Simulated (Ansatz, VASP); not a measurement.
# One calculation of SrO, two programs

```
Sr O
1.0
     4.33266    0.00000    0.00000
    -2.16633    3.75220    0.00000
     0.00000    0.00000    5.23598
Sr O
2 2
Cartesian
  0.0000 2.5015 1.3090
  2.1663 1.2507 3.9270
  2.1663 1.2507 1.3090
  0.0000 2.5015 3.9270
```

Alike in both runs: task single point; functional PBE; k mesh 6 × 6 × 4; no spin polarisation.

```csv
,VASP,Ansatz
version,VASP 6.6.1,Ansatz 0.2.0
potentials or method,"VASP PAW PBE potentials, release 64 (Sr_sv, O)","plane waves, PAW"
plane-wave cutoff (eV),520,420
occupations,"gaussian, width 0.01 eV",fixed
valence electrons in the cell,32,32
```

VASP gave:

| Property | Result |
| --- | --- |
| gap on the k mesh at the Fermi level (eV) | 2.50 |
| pressure (GPa) | -1.5 |
| traceless stress, the component that is largest in VASP (GPa) | -0.11 |

**Question.** What did Ansatz give for the same quantities?

**Answer.** gap on the k mesh at the Fermi level (eV): 2.52; pressure (GPa): -1.9; traceless stress, the component that is largest in VASP (GPa): -0.12.
